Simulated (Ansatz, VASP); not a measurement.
## Al in VASP and in Ansatz

```
Al
1.0
     0.00000    1.99629    1.99629
     1.99629    0.00000    1.99629
     1.99629    1.99629    0.00000
Al
1
Direct
  0.00000 0.00000 0.00000
```

Alike in both runs: task single point; functional PBEsol; k mesh 18 × 18 × 18; occupations gaussian, width 0.1 eV; no spin polarisation.

|  | VASP | Ansatz |
| --- | --- | --- |
| version | VASP 6.6.1 | Ansatz 0.2.0 |
| potentials or method | VASP PAW PBE potentials, release 64 (Al), cutoff 520 eV | scalar-relativistic, plane waves, PAW |
| valence electrons in the cell | 3 | 3 |

```csv
,VASP,Ansatz,Ansatz less VASP
gap on the k mesh at the Fermi level (eV),none,none,-
pressure (GPa),1.5,1.4,-0.06
```

VASP's potentials were made for PBE, not for PBEsol. A gap of «none» marks a metal or a gap that the smearing closes. The functional is the same, so the differences come from potentials, cutoffs and numerics.
